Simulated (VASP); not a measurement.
# Ni (Fd-3m) in VASP: single point with HSE06

Aim: the single point of Ni with HSE06.

Program: VASP 6.6.1. These are calculated values, not measurements. Logs are shortened: lines on timing, memory, paths and dates and some standing lists are left out, and cuts for length are marked.

## (1) The cell of the first run

The structure is cubic, space group Fd-3m (No. 227). The conventional cell has a = 5.097 Å, b = 5.097 Å, c = 5.097 Å, α = 90.00°, β = 90.00°, γ = 90.00°. Within 2.9 Å of Ni (site symmetry -43m) lie 4 Ni at 2.21 Å.

This isn't the form of Ni at room conditions, which is fcc.

## (2) Single point, HSE06

POSCAR

```
Ni
1.0
    0.0000000000      2.5484878774      2.5484878774
    2.5484878774      0.0000000000      2.5484878774
    2.5484878774      2.5484878774      0.0000000000
Ni
2
Direct
    0.1250000000      0.1250000000      0.1250000000
    0.8750000000      0.8750000000      0.8750000000
```

INCAR.step1

```
SYSTEM = Ni
ALGO = Normal
EDIFF = 1E-5
ENCUT = 520
GGA = PE
ISIF = 2
ISMEAR = -1
LASPH = .True.
LCHARG = .False.
LREAL = .False.
LWAVE = .True.
NBANDS = 17
NELM = 100
PREC = Accurate
SIGMA = 0.1
```

INCAR.step2

```
SYSTEM = Ni
ALGO = Normal
EDIFF = 1E-6
ENCUT = 520
GGA = PE
HFSCREEN = 0.2079
ISIF = 2
ISMEAR = -1
ISTART = 1
LASPH = .True.
LCHARG = .False.
LHFCALC = .True.
LREAL = .False.
LWAVE = .False.
NBANDS = 17
NELM = 100
PREC = Accurate
PRECFOCK = Normal
SIGMA = 0.1
```

KPOINTS

```
k-points
0
Gamma
  6 6 6
  0 0 0
```

Potentials or basis: VASP PAW PBE potentials, release 64 (Ni).

On the command line:

```
> cat potpaw_PBE.64/Ni/POTCAR > POTCAR
> cp INCAR.step1 INCAR
> mpirun -np 1 vasp_std > vasp.out
> cp INCAR.step2 INCAR
> mpirun -np 1 vasp_std > vasp.out
```

OUTCAR:

```text
SYSTEM = Ni
   EDIFF = 1E-6
   ENCUT = 520
   GGA = PE
   HFSCREEN = 0.2079
   ISIF = 2
   ISMEAR = -1
   ISTART = 1
   LASPH = .True.
   LHFCALC = .True.
   LREAL = .False.
   NELM = 100
   PREC = Accurate
   PRECFOCK = Normal

 ion  position               nearest neighbor table
   1  0.125  0.125  0.125-   2 2.21   2 2.21   2 2.21   2 2.21
   2  0.875  0.875  0.875-   1 2.21   1 2.21   1 2.21   1 2.21

  LATTYP: Found a face centered cubic cell.
 ALAT       =     5.0969757548

  Lattice vectors:

 A1 = (   0.0000000000,   2.5484878774,   2.5484878774)
 A2 = (   2.5484878774,   0.0000000000,   2.5484878774)
 A3 = (   2.5484878774,   2.5484878774,   0.0000000000)

Analysis of symmetry for initial positions (statically):
=====================================================================
 Subroutine PRICEL returns:
 Original cell was already a primitive cell.

 Routine SETGRP: Setting up the symmetry group for a
 face centered cubic supercell.

 Subroutine GETGRP returns: Found 48 space group operations
 (whereof 12 operations were pure point group operations)
 out of a pool of 48 trial point group operations.

The static configuration has the point symmetry D_3d.
 The point group associated with its full space group is O_h .

Analysis of symmetry for dynamics (positions and initial velocities):
=====================================================================
 Subroutine PRICEL returns:
 Original cell was already a primitive cell.

 Routine SETGRP: Setting up the symmetry group for a
 face centered cubic supercell.

 Subroutine GETGRP returns: Found 48 space group operations
 (whereof 12 operations were pure point group operations)
 out of a pool of 48 trial point group operations.

The dynamic configuration has the point symmetry D_3d.
 The point group associated with its full space group is O_h .

 Subroutine INISYM returns: Found 48 space group operations
 (whereof 12 operations are pure point group operations),
 and found     1 'primitive' translations

----------------------------------------------------------------------------------------

                                     Primitive cell

  volume of cell :      33.1038

  direct lattice vectors                    reciprocal lattice vectors
     0.000000000  2.548487877  2.548487877    -0.196194773  0.196194773  0.196194773
     2.548487877  0.000000000  2.548487877     0.196194773 -0.196194773  0.196194773
     2.548487877  2.548487877  0.000000000     0.196194773  0.196194773 -0.196194773

  length of vectors
     3.604106120  3.604106120  3.604106120     0.339819315  0.339819315  0.339819315

  position of ions in fractional coordinates (direct lattice)
     0.125000000  0.125000000  0.125000000
     0.875000000  0.875000000  0.875000000

  ion indices of the primitive-cell ions
   primitive index   ion index
                 1           1
                 2           2

----------------------------------------------------------------------------------------

 KPOINTS: k-points

Automatic generation of k-mesh.
 Grid dimensions read from file:
 generate k-points for:    6    6    6

 Generating k-lattice:

  Cartesian coordinates                     Fractional coordinates (reciprocal lattice)
    -0.032699129  0.032699129  0.032699129     0.166666667  0.000000000  0.000000000
     0.032699129 -0.032699129  0.032699129     0.000000000  0.166666667  0.000000000
     0.032699129  0.032699129 -0.032699129     0.000000000  0.000000000  0.166666667

  Length of vectors
     0.056636552  0.056636552  0.056636552

  Shift w.r.t. Gamma in fractional coordinates (k-lattice)
     0.000000000  0.000000000  0.000000000

 Subroutine IBZKPT returns following result:
 ===========================================

 Found     16 irreducible k-points:

 Following reciprocal coordinates:
            Coordinates               Weight
  0.000000  0.000000  0.000000      1.000000
  0.166667  0.000000  0.000000      8.000000
  0.333333  0.000000  0.000000      8.000000
  0.500000  0.000000  0.000000      4.000000
  0.166667  0.166667  0.000000      6.000000
  0.333333  0.166667  0.000000     24.000000
[... 8 lines left out ...]
 -0.333333  0.333333  0.166667     24.000000
 -0.333333  0.500000  0.166667     12.000000
   k-points           NKPTS =     16   k-points in BZ     NKDIM =    216   number of bands    NBANDS=     17
   number of dos      NEDOS =    301   number of ions     NIONS =      2
   total plane-waves  NPLWV =  21952
   dimension x,y,z NGX =    28 NGY =   28 NGZ =   28
   dimension x,y,z NGXF=    56 NGYF=   56 NGZF=   56
   ions per type =               2
   NGX,Y,Z   is equivalent  to a cutoff of  12.92, 12.92, 12.92 a.u.
   NGXF,Y,Z  is equivalent  to a cutoff of  25.83, 25.83, 25.83 a.u.
 SYSTEM =  Ni
   PREC   = accura    normal or accurate (medium, high low for compatibility)
   ISTART =      1    job   : 0-new  1-cont  2-samecut
   ICHARG =      0    charge: 1-file 2-atom 10-const
   ISPIN  =      1    spin polarized calculation?
   LNONCOLLINEAR =      F non collinear calculations
   LSORBIT =      F    spin-orbit coupling
   LASPH  =      T    aspherical Exc in radial PAW
   ENCUT  =  520.0 eV  38.22 Ry    6.18 a.u.   6.70  6.70  6.70*2*pi/ulx,y,z
   NELM   =    100;   NELMIN=  2; NELMDL=  0     # of ELM steps
   EDIFF  = 0.1E-05   stopping-criterion for ELM
   LREAL  =      F    real-space projection
   EDIFFG = 0.1E-04   stopping-criterion for IOM
   NSW    =      0    number of steps for IOM
   IBRION =     -1    ionic relax: 0-MD 1-quasi-New 2-CG
   NFREE  =      0    steps in history (QN), initial steepest desc. (CG)
   ISIF   =      2    stress and relaxation
   ISYM   =      3    0-nonsym 1-usesym 2-fastsym
   POTIM  = 0.5000    time-step for ionic-motion
   TEBEG  =    0.0;   TEEND  =   0.0 temperature during run
   PSTRESS=    0.0 pullay stress
   NELECT =      20.0000    total number of electrons
   NUPDOWN=      -1.0000    fix difference up-down
   EMIN   =  10.00;   EMAX   =-10.00  energy-range for DOS
   EFERMI =   0.00;   METHOD = LEGACY
   ISMEAR =    -1;   SIGMA  =   0.10  broadening in eV -4-tet -1-fermi 0-gaus
   EFERMI_NEDOS =   21; number of points for ismear=-14 and -15
   IALGO  =     38    algorithm
   IMIX   =      1    mixing-type and parameters
     AMIX     =   0.40;   BMIX     =  1.00
     AMIX_MAG =   1.60;   BMIX_MAG =  1.00
  volume/ion in A,a.u.               =      16.55       111.70
  Fermi-wavevector in a.u.,A,eV,Ry     =   1.383967  2.615318 26.060101  1.915363
  Thomas-Fermi vector in A             =   2.508515
   LORBIT       =      0    0 simple, 1 ext, 2 COOP (PROOUT), +10 PAW based schemes
   GGA     = PE    functional components
   LHFCALC =     T    Hartree Fock is set to
   PRECFOCK=normal    Normal, Fast or Accurate (Low or Medium for compatibility)
   ENCUT4O =  -1.0   cutoff for four orbital integrals eV
   NKREDX  =     1    reduce k-point grid by
   NKREDY  =     1    reduce k-point grid by
   NKREDZ  =     1    reduce k-point grid by
   AEXX    =    0.2500 exact exchange contribution
   HFSCREEN=    0.2079 screening length (either q_TF or 0.3 A-1)
   HFSCREENC=   0.2079 screening length for correlation (either q_TF or 0.3 A-1)
   ENCUTFOCK=  -1.0 apply spherical cutoff to Coloumb kernel
   IVDW    =     0    specifies the selected vdW correction
   LEPSILON=     F    determine dielectric tensor
   LRPA    =     F    only Hartree local field effects (RPA)
 non-spin polarized calculation
  energy-cutoff  :      520.00
  volume of cell :       33.10
 maximum number of plane-waves:       911
  NGX = 24; NGY = 24; NGZ = 24

 number of electron      19.9999986 magnetization

 Free energy of the ion-electron system (eV)
  ---------------------------------------------------
  ext. energy  EPLUGINS =         0.00000000
  ---------------------------------------------------
  free energy    TOTEN  =        -9.39918513 eV

  energy without entropy =       -9.22411875  energy(sigma->0) =       -9.31165194

 E-fermi :   3.9072     XC(G=0):  -8.7355

 val. band max:        3.9042530869   @ k =   0.5000   0.3333   0.0000
 cond. band min:       3.9219484243   @ k =   0.5000   0.5000   0.0000
 fundamental gap:      0.0176953374
 Fermi energy:         3.9071874748

 k-point     1 :       0.0000    0.0000    0.0000
  band No.  band energies     occupation
      1      -2.6827      2.00000
      2       0.5632      2.00000
      3       0.5632      2.00000
      4       0.8655      2.00000
      5       0.8655      2.00000
      6       0.8655      2.00000
[... 9 lines left out ...]
     16      17.9915      0.00000
     17      17.9915      0.00000

 k-point     2 :       0.1667    0.0000    0.0000
  band No.  band energies     occupation
      1      -2.1173      2.00000
      2       0.4909      2.00000
      3       0.4909      2.00000
      4       0.9044      2.00000
      5       1.0379      2.00000
      6       1.0379      2.00000
[... 9 lines left out ...]
     16      19.7963      0.00000
     17      19.7963      0.00000

 k-point     3 :       0.3333    0.0000    0.0000
  band No.  band energies     occupation
      1      -0.6632      2.00000
      2       0.5536      2.00000
      3       0.5536      2.00000
      4       1.0243      2.00000
      5       1.0706      2.00000
      6       1.0706      2.00000
[... 9 lines left out ...]
     16      18.7283      0.00000
     17      18.7283      0.00000

 k-point     4 :       0.5000    0.0000    0.0000
  band No.  band energies     occupation
      1       0.3503      2.00000
      2       0.7478      2.00000
      3       0.7478      2.00000
      4       0.8686      2.00000
      5       0.8686      2.00000
      6       0.9172      2.00000
[... 9 lines left out ...]
     16      18.1598      0.00000
     17      18.1598      0.00000

 k-point     5 :       0.1667    0.1667    0.0000
  band No.  band energies     occupation
      1      -1.9251      2.00000
      2       0.2722      2.00000
      3       0.7650      2.00000
      4       0.9039      2.00000
      5       0.9039      2.00000
      6       1.2258      2.00000
[... 9 lines left out ...]
     16      17.2138      0.00000
     17      22.3900      0.00000

 k-point     6 :       0.3333    0.1667    0.0000
  band No.  band energies     occupation
      1      -0.7473      2.00000
      2       0.2193      2.00000
      3       0.8673      2.00000
      4       0.9418      2.00000
      5       0.9848      2.00000
      6       1.3956      2.00000
[... 9 lines left out ...]
     16      18.3808      0.00000
     17      21.8978      0.00000

 k-point     7 :       0.5000    0.1667    0.0000
  band No.  band energies     occupation
      1       0.3380      2.00000
      2       0.4276      2.00000
      3       0.7809      2.00000
      4       0.8827      2.00000
      5       1.0910      2.00000
      6       1.3027      2.00000
[... 9 lines left out ...]
     16      20.4145      0.00000
     17      20.8918      0.00000

 k-point     8 :      -0.3333    0.1667    0.0000
  band No.  band energies     occupation
      1       0.0660      2.00000
      2       0.4942      2.00000
      3       0.7012      2.00000
      4       0.8069      2.00000
      5       1.1352      2.00000
      6       1.3424      2.00000
[... 9 lines left out ...]
     16      19.6826      0.00000
     17      20.6725      0.00000
[... 43 lines left out ...]
      1       0.1338      2.00000
      2       0.4254      2.00000
      3       0.8789      2.00000
      4       1.1064      2.00000
      5       1.3768      2.00000
      6       1.5762      2.00000
[... 9 lines left out ...]
     16      17.4122      0.00000
     17      24.4888      0.00000

 k-point    12 :      -0.3333    0.3333    0.0000
  band No.  band energies     occupation
      1       0.1902      2.00000
      2       0.5403      2.00000
      3       0.6738      2.00000
      4       1.1234      2.00000
      5       1.3580      2.00000
      6       1.6882      2.00000
[... 9 lines left out ...]
     16      21.6250      0.00000
     17      23.2610      0.00000

 k-point    13 :       0.5000    0.5000    0.0000
  band No.  band energies     occupation
      1       0.2447      2.00000
      2       0.2447      2.00000
      3       0.9333      2.00000
      4       0.9333      2.00000
      5       1.7345      2.00000
      6       1.7345      2.00000
[... 9 lines left out ...]
     16      14.7912      0.00000
     17      29.2738      0.00000

 k-point    14 :       0.5000    0.3333    0.1667
  band No.  band energies     occupation
      1       0.1906      2.00000
      2       0.2160      2.00000
      3       0.8942      2.00000
      4       1.0466      2.00000
      5       1.1146      2.00000
      6       1.5477      2.00000
[... 9 lines left out ...]
     16      18.1463      0.00000
     17      20.6950      0.00000

 k-point    15 :      -0.3333    0.3333    0.1667
  band No.  band energies     occupation
      1       0.2671      2.00000
      2       0.3030      2.00000
      3       1.0180      2.00000
      4       1.1031      2.00000
      5       1.2962      2.00000
      6       1.5365      2.00000
[... 9 lines left out ...]
     16      19.5341      0.00000
     17      22.0872      0.00000

 k-point    16 :      -0.3333    0.5000    0.1667
  band No.  band energies     occupation
      1       0.2234      2.00000
      2       0.2234      2.00000
      3       1.1043      2.00000
      4       1.1043      2.00000
      5       1.6497      2.00000
      6       1.6497      2.00000
[... 9 lines left out ...]
     16      17.4821      0.00000
     17      23.3027      0.00000

------------------------ aborting loop because EDIFF is reached ----------------------------------------

  FORCE on cell =-STRESS in cart. coord.  units (eV):
  Direction    XX          YY          ZZ          XY          YZ          ZX
  --------------------------------------------------------------------------------------
  -------------------------------------------------------------------------------------
  Total       -0.5390801     -0.5390801     -0.5390801     -0.0000000      0.0000000     -0.0000000
  in kB      -26.0907248    -26.0907248    -26.0907248     -0.0000000      0.0000000     -0.0000000
  external PRESSURE =     -26.0907248 kB  Pullay stress =       0.0000000 kB

 VOLUME and BASIS-vectors are now :
 -----------------------------------------------------------------------------
  energy-cutoff  :      520.00
  volume of cell :       33.10
      direct lattice vectors                 reciprocal lattice vectors
     0.000000000  2.548487877  2.548487877    -0.196194773  0.196194773  0.196194773
     2.548487877  0.000000000  2.548487877     0.196194773 -0.196194773  0.196194773
     2.548487877  2.548487877  0.000000000     0.196194773  0.196194773 -0.196194773

 POSITION                                       TOTAL-FORCE (eV/Angst)
 -----------------------------------------------------------------------------------
      0.63712      0.63712      0.63712         0.000000     -0.000000      0.000000
      4.45985      4.45985      4.45985        -0.000000      0.000000     -0.000000
 -----------------------------------------------------------------------------------
    total drift:                                0.000000     -0.000001      0.000000

  FREE ENERGIE OF THE ION-ELECTRON SYSTEM (eV)
  ---------------------------------------------------
  free  energy   TOTEN  =        -9.3991851261 eV

  energy  without entropy=       -9.2241187478  energy(sigma->0) =       -9.31165194
```

Wall time 1.7 h (1 thread of Intel Xeon 8259CL, shared host); peak memory 0.28 GiB.

Results:

```
Free energy            : -9.3992 eV
Pressure               : -2.6 GPa
Band gap on the k mesh : zero (bands 10 and 11 overlap by 0.71 eV)
```

Levels at points of the mesh, in eV from the Fermi level:
| k point | band 8 | band 9 | band 10 | band 11 | band 12 | band 13 | band 14 | band 15 |
| --- | --- | --- | --- | --- | --- | --- | --- | --- |
| (0.00, 0.00, 0.00) | -1.31 | -1.31 | -0.57 | -0.57 | 13.69 | 13.69 | 13.69 | 14.08 |
| (0.50, 0.00, 0.00) | -1.23 | -0.91 | -0.29 | -0.29 | 1.63 | 10.28 | 10.28 | 13.44 |
| (0.50, 0.50, 0.00) | -1.89 | 0.01 | 0.01 | 2.12 | 2.12 | 5.78 | 5.78 | 10.88 |

Caveat: the PAW data sets were made with another functional, which shifts forces and pressure a little; the run has no spin polarisation, though such a crystal can be magnetic. Spin polarisation is off, so any magnetic state and its effect on volume and gap are missing.
